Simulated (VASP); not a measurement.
# Ga2S (P6/mmm) in VASP: a series of runs

Runs on Ga2S. Level: PBE. Tasks: single point.

All numbers are computed with VASP 6.6.1; they aren't measurements. Logs are shortened: lines on timing, memory, paths and dates and some standing lists are left out, and cuts for length are marked.

### 1 The cell of the first run

The structure is hexagonal, space group P6/mmm (No. 191). The conventional cell has a = 2.867 Å, b = 2.867 Å, c = 7.706 Å, α = 90.00°, β = 90.00°, γ = 120.00°. Ga (site symmetry 6mm) has 1 S at 2.50 Å and 7 Ga at 2.71 to 2.87 Å within 3.3 Å. S (site symmetry 6/mmm) has 2 Ga at 2.50 Å and 6 S at 2.87 Å within 3.3 Å.

The cell was generated, and may not be a known phase.

### 2 Single point, PBE

INCAR reads:

```
SYSTEM = Ga2S
PREC     = Accurate       ! precision mode
ENCUT    = 500            ! plane-wave cutoff, eV
EDIFF    = 1E-6           ! SCF threshold, eV
ISMEAR   = 0              ! smearing method
SIGMA    = 0.15           ! smearing width, eV
LREAL    = .FALSE.        ! projectors in reciprocal space
LASPH    = .TRUE.         ! aspherical terms in the spheres
NELM     = 120            ! most SCF steps
ALGO     = Normal         ! electronic algorithm
ISIF     = 2              ! what is computed and relaxed
LWAVE    = .FALSE.        ! write WAVECAR
LCHARG   = .TRUE.         ! write CHGCAR
GGA      = PE             ! functional
LELF     = .TRUE.         ! ELF
LVHAR    = .TRUE.       
NBANDS   = 23             ! bands
GGA_COMPAT= .FALSE.
```

KPOINTS reads:

```
regular mesh
0
G
  5 5 2
  0 0 0
```

POSCAR reads:

```
Ga2S
1.0
    2.8669322435      0.0000000000      0.0000000000
   -1.4334661217      2.4828361538      0.0000000000
    0.0000000000      0.0000000000      7.7064208547
Ga S
2 1
Direct
    0.0000000000      0.0000000000      0.8242352487
    0.0000000000      0.0000000000      0.1757647513
    0.0000000000      0.0000000000      0.5000000000
```

Potentials or basis: VASP PAW PBE potentials, release 64 (Ga_d, S).

Run with:

```sh
$ cat potpaw_PBE.64/Ga_d/POTCAR potpaw_PBE.64/S/POTCAR > POTCAR
$ mpirun -np 1 vasp_std > vasp.out
```

OUTCAR:

```text
SYSTEM = Ga2S
   PREC = Accurate
   ENCUT = 500
   EDIFF = 1E-6
   ISMEAR = 0
   LREAL = .FALSE.
   LASPH = .TRUE.
   NELM = 120
   ISIF = 2
   GGA = PE

 ion  position               nearest neighbor table
   1  0.000  0.000  0.824-   3 2.50   2 2.71
   2  0.000  0.000  0.176-   3 2.50   1 2.71
   3  0.000  0.000  0.500-   1 2.50   2 2.50

  LATTYP: Found a hexagonal cell.
 ALAT       =     2.8669322435
 C/A-ratio  =     2.6880373166

  Lattice vectors:

 A1 = (   2.8669322435,   0.0000000000,   0.0000000000)
 A2 = (  -1.4334661217,   2.4828361538,   0.0000000000)
 A3 = (   0.0000000000,   0.0000000000,   7.7064208547)

Analysis of symmetry for initial positions (statically):
=====================================================================
 Subroutine PRICEL returns:
 Original cell was already a primitive cell.

 Routine SETGRP: Setting up the symmetry group for a
 hexagonal supercell.

 Subroutine GETGRP returns: Found 24 space group operations
 (whereof 24 operations were pure point group operations)
 out of a pool of 24 trial point group operations.

The static configuration has the point symmetry D_6h.

Analysis of symmetry for dynamics (positions and initial velocities):
=====================================================================
 Subroutine PRICEL returns:
 Original cell was already a primitive cell.

 Routine SETGRP: Setting up the symmetry group for a
 hexagonal supercell.

 Subroutine GETGRP returns: Found 24 space group operations
 (whereof 24 operations were pure point group operations)
 out of a pool of 24 trial point group operations.

The dynamic configuration has the point symmetry D_6h.

 Subroutine INISYM returns: Found 24 space group operations
 (whereof 24 operations are pure point group operations),
 and found     1 'primitive' translations

----------------------------------------------------------------------------------------

                                     Primitive cell

  volume of cell :      54.8553

  direct lattice vectors                    reciprocal lattice vectors
     2.866932243  0.000000000  0.000000000     0.348804895  0.201382600  0.000000000
    -1.433466122  2.482836154  0.000000000     0.000000000  0.402765200  0.000000000
     0.000000000  0.000000000  7.706420855     0.000000000  0.000000000  0.129761924

  length of vectors
     2.866932243  2.866932243  7.706420855     0.402765200  0.402765200  0.129761924

  position of ions in fractional coordinates (direct lattice)
     0.000000000  0.000000000  0.824235249
     0.000000000  0.000000000  0.175764751
     0.000000000  0.000000000  0.500000000

  ion indices of the primitive-cell ions
   primitive index   ion index
                 1           1
                 2           2
                 3           3

----------------------------------------------------------------------------------------

 KPOINTS: regular mesh

Automatic generation of k-mesh.
 Grid dimensions read from file:
 generate k-points for:    5    5    2

 Generating k-lattice:

  Cartesian coordinates                     Fractional coordinates (reciprocal lattice)
     0.069760979  0.040276520  0.000000000     0.200000000 -0.000000000  0.000000000
     0.000000000  0.080553040  0.000000000     0.000000000  0.200000000  0.000000000
     0.000000000  0.000000000  0.064880962     0.000000000  0.000000000  0.500000000

  Length of vectors
     0.080553040  0.080553040  0.064880962

  Shift w.r.t. Gamma in fractional coordinates (k-lattice)
     0.000000000  0.000000000  0.000000000

 Subroutine IBZKPT returns following result:
 ===========================================

 Found     10 irreducible k-points:

 Following reciprocal coordinates:
            Coordinates               Weight
  0.000000  0.000000  0.000000      1.000000
  0.200000 -0.000000  0.000000      6.000000
  0.400000 -0.000000  0.000000      6.000000
  0.200000  0.200000  0.000000      6.000000
  0.400000  0.200000  0.000000      6.000000
  0.000000  0.000000  0.500000      1.000000
  0.200000 -0.000000  0.500000      6.000000
  0.400000 -0.000000  0.500000      6.000000
  0.200000  0.200000  0.500000      6.000000
  0.400000  0.200000  0.500000      6.000000
   k-points           NKPTS =     10   k-points in BZ     NKDIM =     10   number of bands    NBANDS=     23
   number of dos      NEDOS =    301   number of ions     NIONS =      3
   total plane-waves  NPLWV =  32256
   dimension x,y,z NGX =    24 NGY =   24 NGZ =   56
   dimension x,y,z NGXF=    48 NGYF=   48 NGZF=  112
   ions per type =               2   1
   NGX,Y,Z   is equivalent  to a cutoff of  13.92, 13.92, 12.08 a.u.
   NGXF,Y,Z  is equivalent  to a cutoff of  27.83, 27.83, 24.16 a.u.
 SYSTEM =  Ga2S
   PREC   = accura    normal or accurate (medium, high low for compatibility)
   ISTART =      0    job   : 0-new  1-cont  2-samecut
   ICHARG =      2    charge: 1-file 2-atom 10-const
   ISPIN  =      1    spin polarized calculation?
   LNONCOLLINEAR =      F non collinear calculations
   LSORBIT =      F    spin-orbit coupling
   LASPH  =      T    aspherical Exc in radial PAW
   ENCUT  =  500.0 eV  36.75 Ry    6.06 a.u.   5.23  5.23 14.05*2*pi/ulx,y,z
   NELM   =    120;   NELMIN=  2; NELMDL= -5     # of ELM steps
   EDIFF  = 0.1E-05   stopping-criterion for ELM
   LREAL  =      F    real-space projection
   EDIFFG = 0.1E-04   stopping-criterion for IOM
   NSW    =      0    number of steps for IOM
   IBRION =     -1    ionic relax: 0-MD 1-quasi-New 2-CG
   NFREE  =      0    steps in history (QN), initial steepest desc. (CG)
   ISIF   =      2    stress and relaxation
   ISYM   =      2    0-nonsym 1-usesym 2-fastsym
   POTIM  = 0.5000    time-step for ionic-motion
   TEBEG  =    0.0;   TEEND  =   0.0 temperature during run
   PSTRESS=    0.0 pullay stress
   NELECT =      32.0000    total number of electrons
   NUPDOWN=      -1.0000    fix difference up-down
   EMIN   =  10.00;   EMAX   =-10.00  energy-range for DOS
   EFERMI =   0.00;   METHOD = LEGACY
   ISMEAR =     0;   SIGMA  =   0.15  broadening in eV -4-tet -1-fermi 0-gaus
   EFERMI_NEDOS =   21; number of points for ismear=-14 and -15
   IALGO  =     38    algorithm
   IMIX   =      4    mixing-type and parameters
     AMIX     =   0.40;   BMIX     =  1.00
     AMIX_MAG =   1.60;   BMIX_MAG =  1.00
  volume/ion in A,a.u.               =      18.29       123.39
  Fermi-wavevector in a.u.,A,eV,Ry     =   1.367893  2.584943 25.458282  1.871131
  Thomas-Fermi vector in A             =   2.493905
   LORBIT       =      0    0 simple, 1 ext, 2 COOP (PROOUT), +10 PAW based schemes
   GGA     = PE    functional components
   LHFCALC =     F    Hartree Fock is set to
   AEXX    =    0.0000 exact exchange contribution
   IVDW    =     0    specifies the selected vdW correction
   LEPSILON=     F    determine dielectric tensor
   LRPA    =     F    only Hartree local field effects (RPA)
 non-spin polarized calculation
 Gauss-broadening in eV      SIGMA  =   0.15
  energy-cutoff  :      500.00
  volume of cell :       54.86
 maximum number of plane-waves:      1402
 NGX is ok and might be reduce to    24
   NGX = 11   NGY = 11   NGZ = 29

 number of electron      31.9999998 magnetization

 Free energy of the ion-electron system (eV)
  ---------------------------------------------------
  ext. energy  EPLUGINS =         0.00000000
  ---------------------------------------------------
  free energy    TOTEN  =        -9.68270082 eV

  energy without entropy =       -9.67100719  energy(sigma->0) =       -9.67685401

 E-fermi :   5.3493     XC(G=0): -10.8656

 val. band max:        5.3443476885   @ k =   0.2000  -0.0000   0.0000
 cond. band min:       5.6412224595   @ k =   0.4000   0.2000   0.5000
 fundamental gap:      0.2968747710
 Fermi energy:         5.3493232463

 k-point     1 :       0.0000    0.0000    0.0000
  band No.  band energies     occupation
      1      -9.6782      2.00000
      2      -9.1155      2.00000
      3      -9.0775      2.00000
      4      -9.0775      2.00000
      5      -9.0645      2.00000
      6      -9.0645      2.00000
[... 15 lines left out ...]
     22      17.9498      0.00000
     23      17.9498      0.00000

 k-point     2 :       0.2000   -0.0000    0.0000
  band No.  band energies     occupation
      1      -9.4026      2.00000
      2      -9.1199      2.00000
      3      -9.1153      2.00000
      4      -9.0276      2.00000
      5      -9.0111      2.00000
      6      -8.9863      2.00000
[... 15 lines left out ...]
     22      15.5067      0.00000
     23      16.3171      0.00000

 k-point     3 :       0.4000   -0.0000    0.0000
  band No.  band energies     occupation
      1      -9.2628      2.00000
      2      -9.1953      2.00000
      3      -9.1399      2.00000
      4      -9.1180      2.00000
      5      -9.0131      2.00000
      6      -8.9824      2.00000
[... 15 lines left out ...]
     22      13.4901      0.00000
     23      14.2252      0.00000

 k-point     4 :       0.2000    0.2000    0.0000
  band No.  band energies     occupation
      1      -9.2381      2.00000
      2      -9.1130      2.00000
      3      -9.0972      2.00000
      4      -9.0942      2.00000
      5      -8.9978      2.00000
      6      -8.9969      2.00000
[... 15 lines left out ...]
     22      14.3060      0.00000
     23      16.4387      0.00000

 k-point     5 :       0.4000    0.2000    0.0000
  band No.  band energies     occupation
      1      -9.1877      2.00000
      2      -9.1261      2.00000
      3      -9.1003      2.00000
      4      -9.0796      2.00000
      5      -9.0315      2.00000
      6      -9.0081      2.00000
[... 15 lines left out ...]
     22      12.9037      0.00000
     23      13.5930      0.00000

 k-point     6 :       0.0000    0.0000    0.5000
  band No.  band energies     occupation
      1      -9.5918      2.00000
      2      -9.2763      2.00000
      3      -9.0775      2.00000
      4      -9.0775      2.00000
      5      -9.0646      2.00000
      6      -9.0646      2.00000
[... 15 lines left out ...]
     22      17.8604      0.00000
     23      17.8604      0.00000

 k-point     7 :       0.2000   -0.0000    0.5000
  band No.  band energies     occupation
      1      -9.2534      2.00000
      2      -9.2306      2.00000
      3      -9.1005      2.00000
      4      -9.0965      2.00000
      5      -9.0195      2.00000
      6      -8.9863      2.00000
[... 15 lines left out ...]
     22      15.1232      0.00000
     23      16.1940      0.00000

 k-point     8 :       0.4000   -0.0000    0.5000
  band No.  band energies     occupation
      1      -9.2437      2.00000
      2      -9.1984      2.00000
      3      -9.1317      2.00000
      4      -9.0701      2.00000
      5      -9.0223      2.00000
      6      -8.9817      2.00000
[... 15 lines left out ...]
     22      13.0398      0.00000
     23      13.4394      0.00000

 k-point     9 :       0.2000    0.2000    0.5000
  band No.  band energies     occupation
      1      -9.1642      2.00000
      2      -9.1129      2.00000
      3      -9.0944      2.00000
      4      -9.0923      2.00000
      5      -9.0584      2.00000
      6      -8.9960      2.00000
[... 15 lines left out ...]
     22      12.7379      0.00000
     23      13.5743      0.00000

 k-point    10 :       0.4000    0.2000    0.5000
  band No.  band energies     occupation
      1      -9.1585      2.00000
      2      -9.1231      2.00000
      3      -9.1027      2.00000
      4      -9.0568      2.00000
      5      -9.0288      2.00000
      6      -9.0116      2.00000
[... 15 lines left out ...]
     22      12.7330      0.00000
     23      14.5011      0.00000

------------------------ aborting loop because EDIFF is reached ----------------------------------------

  FORCE on cell =-STRESS in cart. coord.  units (eV):
  Direction    XX          YY          ZZ          XY          YZ          ZX
  --------------------------------------------------------------------------------------
  -------------------------------------------------------------------------------------
  Total       -0.0620539     -0.0620539      0.0957056     -0.0000000     -0.0000000     -0.0000000
  in kB       -1.8124308     -1.8124308      2.7953092     -0.0000000     -0.0000000     -0.0000000
  external PRESSURE =      -0.2765174 kB  Pullay stress =       0.0000000 kB

 VOLUME and BASIS-vectors are now :
 -----------------------------------------------------------------------------
  energy-cutoff  :      500.00
  volume of cell :       54.86
      direct lattice vectors                 reciprocal lattice vectors
     2.866932243  0.000000000  0.000000000     0.348804895  0.201382600  0.000000000
    -1.433466122  2.482836154  0.000000000     0.000000000  0.402765200  0.000000000
     0.000000000  0.000000000  7.706420855     0.000000000  0.000000000  0.129761924

 POSITION                                       TOTAL-FORCE (eV/Angst)
 -----------------------------------------------------------------------------------
      0.00000      0.00000      6.35190         0.000000      0.000000      0.005956
      0.00000      0.00000      1.35452        -0.000000     -0.000000     -0.005956
      0.00000      0.00000      3.85321        -0.000000      0.000000      0.000000
 -----------------------------------------------------------------------------------
    total drift:                                0.000000      0.000000      0.000000

  FREE ENERGIE OF THE ION-ELECTRON SYSTEM (eV)
  ---------------------------------------------------
  free  energy   TOTEN  =        -9.6827008196 eV

  energy  without entropy=       -9.6710071928  energy(sigma->0) =       -9.67685401
```

Run time: 12 s. Hardware: 1 thread of AMD EPYC 7R13, shared host; peak memory 0.17 GiB.

What came out:

| Property | Result |
| --- | --- |
| Free energy | -9.6827 eV |
| Pressure | 0.0 GPa |
| Largest force | 0.006 eV/Å |
| Band gap on the k mesh | zero (bands 16 and 17 overlap by 3.09 eV) |

Forces on the atoms (eV/Å):
```
Ga   0.000  0.000  0.006
Ga   0.000  0.000 -0.006
S    0.000  0.000  0.000
```

Stress tensor (GPa, compression positive):
```
-0.18  0.00  0.00
 0.00 -0.18  0.00
 0.00  0.00  0.28
```

Levels at points of the mesh, in eV from the Fermi level:
| k point | band 13 | band 14 | band 15 | band 16 | band 17 | band 18 | band 19 | band 20 |
| --- | --- | --- | --- | --- | --- | --- | --- | --- |
| (0.00, 0.00, 0.00) | -8.75 | -2.57 | -0.97 | 2.50 | 2.50 | 8.08 | 10.23 | 12.50 |
| (0.00, 0.00, 0.50) | -6.88 | -5.37 | 2.50 | 2.50 | 2.85 | 4.33 | 10.59 | 12.00 |

Caveat: the k points lie up to 0.51 Å⁻¹ apart, too coarse for converged energies and pressures of a metal.

(Continued in part 2 of 2.)

The gap in the log of VASP goes by the Fermi energy; the results here count the filled bands.